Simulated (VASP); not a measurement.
# In (P6_3/mmc) in VASP: further runs, part 2 of 4

VASP 6.6.1.

### 3 Single point, r2SCAN

This run uses another cell than the first one, of 26.43 Å³/atom, 1.042 times its volume.

POSCAR reads:

```
In
1.0
    3.3469381517      0.0000000000      0.0000000000
   -1.6734690758      2.8985334643      0.0000000000
    0.0000000000      0.0000000000      5.4485139734
In
2
Direct
    0.3333333333      0.6666666667      0.2500000000
    0.6666666667      0.3333333333      0.7500000000
```

INCAR.step1 reads:

```
PREC = Accurate ; ENCUT = 520
ISMEAR = -1 ; SIGMA = 0.1
LREAL = F ; LASPH = T
NELM = 100 ; NBANDS = 20
GGA = PE ; ALGO = Normal
EDIFF = 1E-4 ; LWAVE = T
LCHARG = F
```

INCAR.step2 reads:

```
PREC = Accurate ; ENCUT = 520
EDIFF = 1E-7 ; ISMEAR = -1
SIGMA = 0.1 ; LREAL = F
LASPH = T ; NELM = 100
ALGO = Normal ; ISIF = 2
LWAVE = F ; LCHARG = T
METAGGA = R2SCAN ; LMIXTAU = T
LELF = T ; LVHAR = T
NBANDS = 20 ; ISTART = 1
```

KPOINTS reads:

```
Automatic mesh
0
Gamma
  12 12 7
```

Potentials or basis: VASP PAW PBE potentials, release 64 (In_d).

On the command line:

```bash
> cat potpaw_PBE.64/In_d/POTCAR > POTCAR
> cp INCAR.step1 INCAR
> mpirun -np 1 vasp_std > vasp.out
> cp INCAR.step2 INCAR
> mpirun -np 1 vasp_std > vasp.out
```

OUTCAR:

```text
PREC = Accurate
   ENCUT = 520
   EDIFF = 1E-7
   ISMEAR = -1
   LREAL = F
   LASPH = T
   NELM = 100
   ISIF = 2
   METAGGA = R2SCAN
   ISTART = 1

 ion  position               nearest neighbor table
   1  0.333  0.667  0.250-   2 3.34   2 3.34   2 3.34   2 3.34   2 3.34   2 3.34
   2  0.667  0.333  0.750-   1 3.34   1 3.34   1 3.34   1 3.34   1 3.34   1 3.34

  LATTYP: Found a hexagonal cell.
 ALAT       =     3.3469381517
 C/A-ratio  =     1.6279099662

  Lattice vectors:

 A1 = (   3.3469381517,   0.0000000000,   0.0000000000)
 A2 = (  -1.6734690758,   2.8985334643,   0.0000000000)
 A3 = (   0.0000000000,   0.0000000000,   5.4485139734)

Analysis of symmetry for initial positions (statically):
=====================================================================
 Subroutine PRICEL returns:
 Original cell was already a primitive cell.

 Routine SETGRP: Setting up the symmetry group for a
 hexagonal supercell.

 Subroutine GETGRP returns: Found 24 space group operations
 (whereof 12 operations were pure point group operations)
 out of a pool of 24 trial point group operations.

The static configuration has the point symmetry D_3d.
 The point group associated with its full space group is D_6h.

Analysis of symmetry for dynamics (positions and initial velocities):
=====================================================================
 Subroutine PRICEL returns:
 Original cell was already a primitive cell.

 Routine SETGRP: Setting up the symmetry group for a
 hexagonal supercell.

 Subroutine GETGRP returns: Found 24 space group operations
 (whereof 12 operations were pure point group operations)
 out of a pool of 24 trial point group operations.

The dynamic configuration has the point symmetry D_3d.
 The point group associated with its full space group is D_6h.

 Subroutine INISYM returns: Found 24 space group operations
 (whereof 12 operations are pure point group operations),
 and found     1 'primitive' translations

----------------------------------------------------------------------------------------

                                     Primitive cell

  volume of cell :      52.8572

  direct lattice vectors                    reciprocal lattice vectors
     3.346938152  0.000000000  0.000000000     0.298780543  0.172501027  0.000000000
    -1.673469076  2.898533464  0.000000000     0.000000000  0.345002054  0.000000000
     0.000000000  0.000000000  5.448513973     0.000000000  0.000000000  0.183536283

  length of vectors
     3.346938152  3.346938152  5.448513973     0.345002054  0.345002054  0.183536283

  position of ions in fractional coordinates (direct lattice)
     0.333333333  0.666666667  0.250000000
     0.666666667  0.333333333  0.750000000

  ion indices of the primitive-cell ions
   primitive index   ion index
                 1           1
                 2           2

----------------------------------------------------------------------------------------

 KPOINTS: Automatic mesh

Automatic generation of k-mesh.
 Grid dimensions read from file:
 generate k-points for:   12   12    7

 Generating k-lattice:

  Cartesian coordinates                     Fractional coordinates (reciprocal lattice)
     0.024898379  0.014375086  0.000000000     0.083333333  0.000000000  0.000000000
     0.000000000  0.028750171  0.000000000     0.000000000  0.083333333  0.000000000
     0.000000000  0.000000000  0.026219469     0.000000000  0.000000000  0.142857143

  Length of vectors
     0.028750171  0.028750171  0.026219469

  Shift w.r.t. Gamma in fractional coordinates (k-lattice)
     0.000000000  0.000000000  0.000000000

 Subroutine IBZKPT returns following result:
 ===========================================

 Found     76 irreducible k-points:

 Following reciprocal coordinates:
            Coordinates               Weight
  0.000000  0.000000  0.000000      1.000000
  0.083333  0.000000  0.000000      6.000000
  0.166667  0.000000  0.000000      6.000000
  0.250000  0.000000  0.000000      6.000000
  0.333333 -0.000000  0.000000      6.000000
  0.416667  0.000000  0.000000      6.000000
[... 16 lines left out ...]
  0.250000  0.000000  0.142857     12.000000
  0.333333 -0.000000  0.142857     12.000000
 [... further k-points ...]
   k-points           NKPTS =     76   k-points in BZ     NKDIM =     76   number of bands    NBANDS=     20
   number of dos      NEDOS =    301   number of ions     NIONS =      2
   total plane-waves  NPLWV =  32928
   dimension x,y,z NGX =    28 NGY =   28 NGZ =   42
   dimension x,y,z NGXF=    56 NGYF=   56 NGZF=   84
   ions per type =               2
   NGX,Y,Z   is equivalent  to a cutoff of  13.91, 13.91, 12.82 a.u.
   NGXF,Y,Z  is equivalent  to a cutoff of  27.82, 27.82, 25.63 a.u.
 SYSTEM =  unknown system
   PREC   = accura    normal or accurate (medium, high low for compatibility)
   ISTART =      1    job   : 0-new  1-cont  2-samecut
   ICHARG =      0    charge: 1-file 2-atom 10-const
   ISPIN  =      1    spin polarized calculation?
   LNONCOLLINEAR =      F non collinear calculations
   LSORBIT =      F    spin-orbit coupling
   LASPH  =      T    aspherical Exc in radial PAW
   ENCUT  =  520.0 eV  38.22 Ry    6.18 a.u.   6.22  6.22 10.13*2*pi/ulx,y,z
   NELM   =    100;   NELMIN=  2; NELMDL=  0     # of ELM steps
   EDIFF  = 0.1E-06   stopping-criterion for ELM
   LREAL  =      F    real-space projection
   EDIFFG = 0.1E-05   stopping-criterion for IOM
   NSW    =      0    number of steps for IOM
   IBRION =     -1    ionic relax: 0-MD 1-quasi-New 2-CG
   NFREE  =      0    steps in history (QN), initial steepest desc. (CG)
   ISIF   =      2    stress and relaxation
   ISYM   =      2    0-nonsym 1-usesym 2-fastsym
   POTIM  = 0.5000    time-step for ionic-motion
   TEBEG  =    0.0;   TEEND  =   0.0 temperature during run
   PSTRESS=    0.0 pullay stress
   NELECT =      26.0000    total number of electrons
   NUPDOWN=      -1.0000    fix difference up-down
   EMIN   =  10.00;   EMAX   =-10.00  energy-range for DOS
   EFERMI =   0.00;   METHOD = LEGACY
   ISMEAR =    -1;   SIGMA  =   0.10  broadening in eV -4-tet -1-fermi 0-gaus
   EFERMI_NEDOS =   21; number of points for ismear=-14 and -15
   IALGO  =     38    algorithm
   IMIX   =      4    mixing-type and parameters
     AMIX     =   0.40;   BMIX     =  1.00
     AMIX_MAG =   1.60;   BMIX_MAG =  1.00
  volume/ion in A,a.u.               =      26.43       178.35
  Fermi-wavevector in a.u.,A,eV,Ry     =   1.292304  2.442100 22.722394  1.670049
  Thomas-Fermi vector in A             =   2.424020
   LORBIT       =      0    0 simple, 1 ext, 2 COOP (PROOUT), +10 PAW based schemes
   METAGGA = R2SCAN    functional components
   LHFCALC =     F    Hartree Fock is set to
   AEXX    =    0.0000 exact exchange contribution
   IVDW    =     0    specifies the selected vdW correction
   LEPSILON=     F    determine dielectric tensor
   LRPA    =     F    only Hartree local field effects (RPA)
 non-spin polarized calculation
  energy-cutoff  :      520.00
  volume of cell :       52.86
 maximum number of plane-waves:      1448
 NGX is ok and might be reduce to    28
   NGX = 13   NGY = 13   NGZ = 21

 number of electron      26.0000000 magnetization

 Free energy of the ion-electron system (eV)
  ---------------------------------------------------
  ext. energy  EPLUGINS =         0.00000000
  ---------------------------------------------------
  free energy    TOTEN  =       -45.13293680 eV

  energy without entropy =      -45.10728385  energy(sigma->0) =      -45.12011033

 E-fermi :   7.4006     XC(G=0): -11.0283

 val. band max:        7.3919143654   @ k =   0.3333   0.3333   0.4286
 cond. band min:       7.4106254416   @ k =   0.0833   0.0000   0.2857
 fundamental gap:      0.0187110762
 Fermi energy:         7.4005996413

 k-point     1 :       0.0000    0.0000    0.0000
  band No.  band energies     occupation
      1      -7.9210      2.00000
      2      -7.8459      2.00000
      3      -7.8188      2.00000
      4      -7.8188      2.00000
      5      -7.7887      2.00000
      6      -7.7887      2.00000
[... 12 lines left out ...]
     19      18.8657      0.00000
     20      19.2155      0.00000
[... 507 lines left out ...]
 k-point    24 :       0.3333   -0.0000    0.1429
  band No.  band energies     occupation
      1      -7.9996      2.00000
      2      -7.8969      2.00000
      3      -7.8563      2.00000
      4      -7.8012      2.00000
      5      -7.7287      2.00000
      6      -7.6936      2.00000
[... 12 lines left out ...]
     19      16.3661      0.00000
     20      18.2864      0.00000

 [... further k-points ...]

------------------------ aborting loop because EDIFF is reached ----------------------------------------

  FORCE on cell =-STRESS in cart. coord.  units (eV):
  Direction    XX          YY          ZZ          XY          YZ          ZX
  --------------------------------------------------------------------------------------
  -------------------------------------------------------------------------------------
  Total        0.0972379      0.0972379     -0.1420366      0.0000000      0.0000000     -0.0000000
  in kB        2.9474209      2.9474209     -4.3053319      0.0000000      0.0000000     -0.0000000
  external PRESSURE =       0.5298366 kB  Pullay stress =       0.0000000 kB

 VOLUME and BASIS-vectors are now :
 -----------------------------------------------------------------------------
  energy-cutoff  :      520.00
  volume of cell :       52.86
      direct lattice vectors                 reciprocal lattice vectors
     3.346938152  0.000000000  0.000000000     0.298780543  0.172501027  0.000000000
    -1.673469076  2.898533464  0.000000000     0.000000000  0.345002054  0.000000000
     0.000000000  0.000000000  5.448513973     0.000000000  0.000000000  0.183536283

 POSITION                                       TOTAL-FORCE (eV/Angst)
 -----------------------------------------------------------------------------------
     -0.00000      1.93236      1.36213        -0.000000      0.000000      0.000000
      1.67347      0.96618      4.08639         0.000000     -0.000000      0.000000
 -----------------------------------------------------------------------------------
    total drift:                                0.000000     -0.000000      0.000000

  FREE ENERGIE OF THE ION-ELECTRON SYSTEM (eV)
  ---------------------------------------------------
  free  energy   TOTEN  =       -45.1329368023 eV

  energy  without entropy=      -45.1072838506  energy(sigma->0) =      -45.12011033
```

OSZICAR.step1:

```text
N       E                     dE             d eps       ncg     rms          rms(c)
DAV:   1     0.210677516744E+03    0.21068E+03   -0.13181E+04  3040   0.182E+03
DAV:   2     0.105599425898E+02   -0.20012E+03   -0.19636E+03  3072   0.375E+02
DAV:   3    -0.470709706571E+01   -0.15267E+02   -0.15151E+02  3516   0.118E+02
DAV:   4    -0.514079788210E+01   -0.43370E+00   -0.43351E+00  3684   0.217E+01
DAV:   5    -0.516464129225E+01   -0.23843E-01   -0.23842E-01  4380   0.426E+00    0.332E+00
DAV:   6    -0.512005099780E+01    0.44590E-01   -0.81375E-02  4124   0.463E+00    0.149E+00
DAV:   7    -0.511118388457E+01    0.88671E-02   -0.22520E-02  4120   0.222E+00    0.376E-01
DAV:   8    -0.511053062432E+01    0.65326E-03   -0.13864E-03  3428   0.431E-01    0.489E-02
DAV:   9    -0.511054636042E+01   -0.15736E-04   -0.55914E-05  1868   0.112E-01
   1 F= -.51105464E+01 E0= -.50966416E+01  d E =-.278095E-01
```

Wall time 6.5 min (1 thread of Intel Xeon 6975P-C, shared host); peak memory 0.22 GiB.

What came out:

```yaml
Free_energy: -45.1329 eV
Pressure: 0.1 GPa
Band_gap_on_the_k_mesh: zero (band 13 reaches 10.27 eV, above the bottom of band 14 at 5.03 eV)
```

Caveat: the PAW data sets were made with another functional, which shifts forces and pressure a little; spin-orbit coupling is left out, which moves the levels of the heavy elements.

[end of part 2 of 4]
